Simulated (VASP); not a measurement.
# Si16O (a cell with a defect) in VASP: single point with LDA

Aim: the single point of Si16O (a cell with a defect) with LDA.

Everything below comes from runs of VASP 6.6.1. Logs are shortened: lines on timing, memory, paths and dates and some standing lists are left out, and cuts for length are marked.

### 1 The cell of the first run

The cell holds a defect, 17 atoms: a = 7.679 Å, b = 7.679 Å, c = 7.679 Å, α = 60.00°, β = 60.00°, γ = 60.00°.

### 2 Single point, LDA, collinear spin, ferromagnetic start

Contents of INCAR:

```
ALGO = Normal
EDIFF = 1E-6
ENCUT = 520
GGA = CA
ISIF = 2
ISMEAR = -1
ISPIN = 2
LASPH = True
LCHARG = False
LORBIT = 11
LREAL = Auto
LWAVE = False
MAGMOM = 0 0 0 0 0 0 0 0 0 0 0 0 0 0 0 0 1
NBANDS = 53
NELM = 150
PREC = Accurate
SIGMA = 0.05
```

Contents of KPOINTS:

```
k-points
0
Gamma
  2 2 2
```

Contents of POSCAR:

```
Si16O
1.0
    0.0000000000      5.4300000000      5.4300000000
    5.4300000000      0.0000000000      5.4300000000
    5.4300000000      5.4300000000      0.0000000000
Si O
16 1
Direct
    0.0079650092     -0.0179650092     -0.0264180479
    0.1034530387      0.1266022099      0.1129189687
   -0.0441804788      0.0212154696      0.4932412523
    0.1257090239      0.1177348066      0.5958195212
   -0.0170073665      0.4901933702     -0.0259392265
    0.1283701657      0.6131215470      0.1060865562
   -0.0055709024      0.4894198895      0.4681123389
    0.1681031308      0.5447329650      0.6051933702
    0.4663812155      0.0390147330     -0.0135082873
    0.6205616943      0.0949447514      0.1588674033
    0.4996316759      0.0212154696      0.5207734807
    0.5959576427      0.1990147330      0.6122191529
    0.5111970534      0.4689134438      0.0103130755
    0.6157366483      0.6580202578      0.0759576427
    0.4967863720      0.5991436464      0.4429005525
    0.6621731123      0.6600736648      0.6372928177
    0.9617863720      0.7790607735      0.5360405157
```

Potentials or basis: VASP PAW LDA potentials, release 64 (Si, O).

Run with:

```console
> cat potpaw_LDA.64/Si/POTCAR potpaw_LDA.64/O/POTCAR > POTCAR
> mpirun -np 1 vasp_std > vasp.out
```

OUTCAR:

```text
EDIFF = 1E-6
   ENCUT = 520
   GGA = CA
   ISIF = 2
   ISMEAR = -1
   ISPIN = 2
   LASPH = True
   LORBIT = 11
   LREAL = Auto
   NELM = 150
   PREC = Accurate

 ion  position               nearest neighbor table
   1  0.008  0.982  0.974-   6 2.31   4 2.37   2 2.39  10 2.46
   2  0.103  0.127  0.113-   5 2.28   9 2.29   1 2.39   3 2.39
   3  0.956  0.021  0.493-  17 1.70  12 2.30   4 2.33   2 2.39   8 3.01
   4  0.126  0.118  0.596-   7 2.33   3 2.33   1 2.37  11 2.40
   5  0.983  0.490  0.974-   2 2.28  14 2.32   8 2.37   6 2.51
   6  0.128  0.613  0.106-   7 2.27   1 2.31  13 2.41   5 2.51
   7  0.994  0.489  0.468-  16 2.23   6 2.27   4 2.33   8 2.34  17 2.40
   8  0.168  0.545  0.605-  17 1.75   7 2.34  15 2.34   5 2.37   3 3.01  12 3.03
   9  0.466  0.039  0.986-   2 2.29  12 2.36  14 2.40  10 2.45
  10  0.621  0.095  0.159-  11 2.30  13 2.35   9 2.45   1 2.46
  11  0.500  0.021  0.521-  16 2.29  10 2.30  12 2.32   4 2.40
  12  0.596  0.199  0.612-   3 2.30  11 2.32   9 2.36  15 2.52   8 3.03
  13  0.511  0.469  0.010-  14 2.30  10 2.35   6 2.41  16 2.42
  14  0.616  0.658  0.076-  13 2.30   5 2.32  15 2.35   9 2.40
  15  0.497  0.599  0.443-   8 2.34  14 2.35  12 2.52  16 2.69
  16  0.662  0.660  0.637-   7 2.23  11 2.29  13 2.42  17 2.52  15 2.69
  17  0.962  0.779  0.536-   3 1.70   8 1.75   7 2.40  16 2.52

  LATTYP: Found a face centered cubic cell.
 ALAT       =    10.8600000000

  Lattice vectors:

 A1 = (   0.0000000000,   5.4300000000,   5.4300000000)
 A2 = (   5.4300000000,   0.0000000000,   5.4300000000)
 A3 = (   5.4300000000,   5.4300000000,   0.0000000000)

Analysis of symmetry for initial positions (statically):
=====================================================================
 Subroutine PRICEL returns:
 Original cell was already a primitive cell.

 Routine SETGRP: Setting up the symmetry group for a
 face centered cubic supercell.

 Subroutine GETGRP returns: Found  1 space group operations
 (whereof  1 operations were pure point group operations)
 out of a pool of 48 trial point group operations.

The static configuration has the point symmetry C_1 .

Analysis of symmetry for dynamics (positions and initial velocities):
=====================================================================
 Subroutine PRICEL returns:
 Original cell was already a primitive cell.

 Routine SETGRP: Setting up the symmetry group for a
 face centered cubic supercell.

 Subroutine GETGRP returns: Found  1 space group operations
 (whereof  1 operations were pure point group operations)
 out of a pool of 48 trial point group operations.

The dynamic configuration has the point symmetry C_1 .

Analysis of structural, dynamic, and magnetic symmetry:
=====================================================================
 Subroutine PRICEL returns:
 Original cell was already a primitive cell.

 Routine SETGRP: Setting up the symmetry group for a
 face centered cubic supercell.

 Subroutine GETGRP returns: Found  1 space group operations
 (whereof  1 operations were pure point group operations)
 out of a pool of 48 trial point group operations.

The overall configuration has the point symmetry C_1 .

 Subroutine INISYM returns: Found  1 space group operations
 (whereof  1 operations are pure point group operations),
 and found     1 'primitive' translations

----------------------------------------------------------------------------------------

                                     Primitive cell

  volume of cell :     320.2060

  direct lattice vectors                    reciprocal lattice vectors
     0.000000000  5.430000000  5.430000000    -0.092081031  0.092081031  0.092081031
     5.430000000  0.000000000  5.430000000     0.092081031 -0.092081031  0.092081031
     5.430000000  5.430000000  0.000000000     0.092081031  0.092081031 -0.092081031

  length of vectors
     7.679179644  7.679179644  7.679179644     0.159489025  0.159489025  0.159489025

  position of ions in fractional coordinates (direct lattice)
     0.007965009  0.982034991  0.973581952
[... 75 lines left out ...]
   total plane-waves  NPLWV = 216000
   dimension x,y,z NGX =    60 NGY =   60 NGZ =   60
   dimension x,y,z NGXF=   120 NGYF=  120 NGZF=  120
   ions per type =              16   1
   NGX,Y,Z   is equivalent  to a cutoff of  12.99, 12.99, 12.99 a.u.
   NGXF,Y,Z  is equivalent  to a cutoff of  25.98, 25.98, 25.98 a.u.
 SYSTEM =  unknown system
   PREC   = accura    normal or accurate (medium, high low for compatibility)
   ISTART =      0    job   : 0-new  1-cont  2-samecut
   ICHARG =      2    charge: 1-file 2-atom 10-const
   ISPIN  =      2    spin polarized calculation?
   LNONCOLLINEAR =      F non collinear calculations
   LSORBIT =      F    spin-orbit coupling
   LASPH  =      T    aspherical Exc in radial PAW
   ENCUT  =  520.0 eV  38.22 Ry    6.18 a.u.  14.28 14.28 14.28*2*pi/ulx,y,z
   NELM   =    150;   NELMIN=  2; NELMDL= -5     # of ELM steps
   EDIFF  = 0.1E-05   stopping-criterion for ELM
   LREAL  =      T    real-space projection
   EDIFFG = 0.1E-04   stopping-criterion for IOM
   NSW    =      0    number of steps for IOM
   IBRION =     -1    ionic relax: 0-MD 1-quasi-New 2-CG
   NFREE  =      0    steps in history (QN), initial steepest desc. (CG)
   ISIF   =      2    stress and relaxation
   ISYM   =      2    0-nonsym 1-usesym 2-fastsym
   POTIM  = 0.5000    time-step for ionic-motion
   TEBEG  =    0.0;   TEEND  =   0.0 temperature during run
   PSTRESS=    0.0 pullay stress
   NELECT =      70.0000    total number of electrons
   NUPDOWN=      -1.0000    fix difference up-down
   EMIN   =  10.00;   EMAX   =-10.00  energy-range for DOS
   EFERMI =   0.00;   METHOD = LEGACY
   ISMEAR =    -1;   SIGMA  =   0.05  broadening in eV -4-tet -1-fermi 0-gaus
   EFERMI_NEDOS =   21; number of points for ismear=-14 and -15
   IALGO  =     38    algorithm
   IMIX   =      4    mixing-type and parameters
     AMIX     =   0.40;   BMIX     =  1.00
     AMIX_MAG =   1.60;   BMIX_MAG =  1.00
  volume/ion in A,a.u.               =      18.84       127.11
  Fermi-wavevector in a.u.,A,eV,Ry     =   0.986199  1.863645 13.232857  0.972588
  Thomas-Fermi vector in A             =   2.117562
   LORBIT       =     11    0 simple, 1 ext, 2 COOP (PROOUT), +10 PAW based schemes
   GGA     = CA    functional components
   LHFCALC =     F    Hartree Fock is set to
   AEXX    =    0.0000 exact exchange contribution
   IVDW    =     0    specifies the selected vdW correction
   LEPSILON=     F    determine dielectric tensor
   LRPA    =     F    only Hartree local field effects (RPA)
 spin polarized calculation
  energy-cutoff  :      520.00
  volume of cell :      320.21
 maximum number of plane-waves:      8646
 NGX is ok and might be reduce to    60
   NGX = 29   NGY = 29   NGZ = 29

 number of electron      70.0000002 magnetization       0.0004343

 number of electron      70.0000002 magnetization      -0.0000128

 Free energy of the ion-electron system (eV)
  ---------------------------------------------------
  ext. energy  EPLUGINS =         0.00000000
  ---------------------------------------------------
  free energy    TOTEN  =      -100.24665501 eV

  energy without entropy =     -100.23770712  energy(sigma->0) =     -100.24218106

 E-fermi :   6.1236     XC(G=0):  -9.7711

 val. band max:        5.9868962233   @ k =   0.0000   0.5000   0.0000
 cond. band min:       6.2347930514   @ k =   0.0000   0.0000   0.0000
 fundamental gap:      0.2478968281
 Fermi energy:         6.1235995371

 spin component 1

 k-point     1 :       0.0000    0.0000    0.0000
  band No.  band energies     occupation
      1     -14.2677      1.00000
      2      -5.8453      1.00000
      3      -4.6088      1.00000
      4      -3.8672      1.00000
      5      -3.6120      1.00000
      6      -3.3533      1.00000
[... 389 lines left out ...]
     46       9.8614      0.00000
     47      10.1798      0.00000
 Fermi energy:         6.1235995371

 spin component 2

 k-point     1 :       0.0000    0.0000    0.0000
  band No.  band energies     occupation
      1     -14.2677      1.00000
      2      -5.8453      1.00000
      3      -4.6088      1.00000
      4      -3.8672      1.00000
      5      -3.6120      1.00000
      6      -3.3533      1.00000
[... 389 lines left out ...]
     46       9.8614      0.00000
     47      10.1798      0.00000
 [bands above 47 left out]

------------------------ aborting loop because EDIFF is reached ----------------------------------------

  FORCE on cell =-STRESS in cart. coord.  units (eV):
  Direction    XX          YY          ZZ          XY          YZ          ZX
  --------------------------------------------------------------------------------------
  -------------------------------------------------------------------------------------
  Total       -0.2280028     -1.9421890     -1.5758741     -2.0166293     -3.3697723      0.8285164
  in kB       -1.1408307     -9.7179036     -7.8850167    -10.0903719    -16.8609351      4.1455502
  external PRESSURE =      -6.2479170 kB  Pullay stress =       0.0000000 kB

 VOLUME and BASIS-vectors are now :
 -----------------------------------------------------------------------------
  energy-cutoff  :      520.00
  volume of cell :      320.21
      direct lattice vectors                 reciprocal lattice vectors
     0.000000000  5.430000000  5.430000000    -0.092081031  0.092081031  0.092081031
     5.430000000  0.000000000  5.430000000     0.092081031 -0.092081031  0.092081031
     5.430000000  5.430000000  0.000000000     0.092081031  0.092081031 -0.092081031

 POSITION                                       TOTAL-FORCE (eV/Angst)
 -----------------------------------------------------------------------------------
     10.61900      5.32980      5.37570         1.008230     -0.177991     -0.126274
      1.30060      1.17490      1.24920         0.288980     -0.062196     -0.848808
      2.79350      7.86840      5.30530        -1.113834     -0.375778      0.409210
      3.87460      3.91790      1.32190         0.035647      0.657204     -0.658095
      7.95090     10.62680      7.99940         0.218721      0.885448      1.295099
      3.90530      1.27310      4.02630        -1.198307     -0.569376     -0.028069
[... 9 lines left out ...]
      7.04470      7.05610      7.17980        -0.322356     -1.053247     -2.106432
      7.14100      8.13320      9.45280         1.180134      0.284702      0.987124
 -----------------------------------------------------------------------------------
    total drift:                               -0.000923      0.003507     -0.000804

  FREE ENERGIE OF THE ION-ELECTRON SYSTEM (eV)
  ---------------------------------------------------
  free  energy   TOTEN  =      -100.2466550082 eV

  energy  without entropy=     -100.2377071197  energy(sigma->0) =     -100.24218106

 total charge

# of ion       s       p       d       tot
------------------------------------------
    1        0.750   0.934   0.000   1.684
    2        0.754   0.976   0.000   1.729
    3        0.750   0.921   0.000   1.671
    4        0.759   0.938   0.000   1.696
    5        0.761   0.944   0.000   1.705
    6        0.751   0.942   0.000   1.693
[... 9 lines left out ...]
   16        0.777   0.889   0.000   1.666
   17        1.570   3.528   0.000   5.098
--------------------------------------------------
tot         13.723  18.433   0.000  32.157

 magnetization (x)

# of ion       s       p       d       tot
------------------------------------------
    1       -0.000   0.000   0.000   0.000
    2        0.000   0.000   0.000   0.000
    3       -0.000  -0.000   0.000  -0.000
    4       -0.000   0.000   0.000   0.000
    5        0.000   0.000   0.000   0.000
    6        0.000   0.000   0.000   0.000
[... 9 lines left out ...]
   16        0.000  -0.000   0.000  -0.000
   17       -0.000  -0.000   0.000  -0.000
--------------------------------------------------
tot         -0.000  -0.000   0.000  -0.000
```

It took 4 min on 1 thread of Intel Xeon 6975P-C (Granite Rapids), shared host; peak memory 0.48 GiB.

What came out:

* Free energy: -100.2467 eV
* Pressure: -0.6 GPa
* Largest force: 2.377 eV/Å
* Band gap on the k mesh: 0.25 eV
* Net moment: 0.00 μB per cell
* Valence electrons inside the program's atomic spheres: Si 1.68, 1.73, 1.67, 1.70, 1.71, 1.69, 1.74, 1.66, 1.72, 1.65 (each value once); O 5.10

Forces in eV/Å, atoms in the order of the input:
```
Si   1.008 -0.178 -0.126
Si   0.289 -0.062 -0.849
Si  -1.114 -0.376  0.409
Si   0.036  0.657 -0.658
Si   0.219  0.885  1.295
Si  -1.198 -0.569 -0.028
Si  -1.325  1.203 -0.084
Si   0.744 -0.479  0.177
Si  -0.329  1.006  0.465
Si  -1.257 -0.658  0.830
Si   0.205 -0.783 -0.320
Si   0.903 -0.438  0.341
Si   0.214 -0.868  0.195
Si   0.657  0.177 -0.011
Si   0.092  1.250 -0.517
Si  -0.322 -1.053 -2.106
O    1.180  0.285  0.987
```

Levels at points of the mesh, in eV from the valence-band top:
Spin up:
```csv
k point,band 32,band 33,band 34,band 35,band 36,band 37,band 38,band 39
"(0.00, 0.00, 0.00)",-0.79,-0.67,-0.26,-0.03,0.25,0.52,0.65,0.80
"(0.50, 0.00, 0.00)",-1.30,-0.96,-0.65,-0.37,0.87,0.92,1.30,1.50
"(0.00, 0.50, 0.00)",-1.03,-0.78,-0.67,0.00,0.68,1.06,1.16,1.27
"(0.00, 0.00, 0.50)",-1.22,-0.83,-0.65,-0.47,0.86,1.10,1.28,1.30
"(0.50, 0.50, 0.50)",-1.21,-1.05,-0.82,-0.55,0.70,0.99,1.27,1.36
"(0.50, 0.50, 0.00)",-1.39,-1.28,-0.99,-0.37,0.91,1.09,1.81,2.02
"(0.00, 0.50, 0.50)",-1.40,-1.24,-1.05,-0.87,0.98,1.20,1.73,2.00
"(0.50, 0.00, 0.50)",-1.38,-1.33,-1.04,-0.61,1.15,1.22,1.72,1.92
```
Spin down:
```
           k point  band 32  band 33  band 34  band 35  band 36  band 37  band 38  band 39
(0.00, 0.00, 0.00)    -0.79    -0.67    -0.26    -0.03     0.25     0.52     0.65     0.80
(0.50, 0.00, 0.00)    -1.30    -0.96    -0.65    -0.37     0.87     0.92     1.30     1.50
(0.00, 0.50, 0.00)    -1.03    -0.78    -0.67     0.00     0.68     1.06     1.16     1.27
(0.00, 0.00, 0.50)    -1.22    -0.83    -0.65    -0.47     0.86     1.10     1.28     1.30
(0.50, 0.50, 0.50)    -1.21    -1.05    -0.82    -0.55     0.70     0.99     1.27     1.36
(0.50, 0.50, 0.00)    -1.39    -1.28    -0.99    -0.37     0.91     1.09     1.81     2.02
(0.00, 0.50, 0.50)    -1.40    -1.24    -1.05    -0.87     0.98     1.20     1.73     2.00
(0.50, 0.00, 0.50)    -1.38    -1.33    -1.04    -0.61     1.15     1.22     1.72     1.92
```

Caveat: the k points lie up to 0.50 Å⁻¹ apart; the atoms stand as in a frame of molecular dynamics; semilocal functionals underestimate gaps, and a narrow one can read as zero.
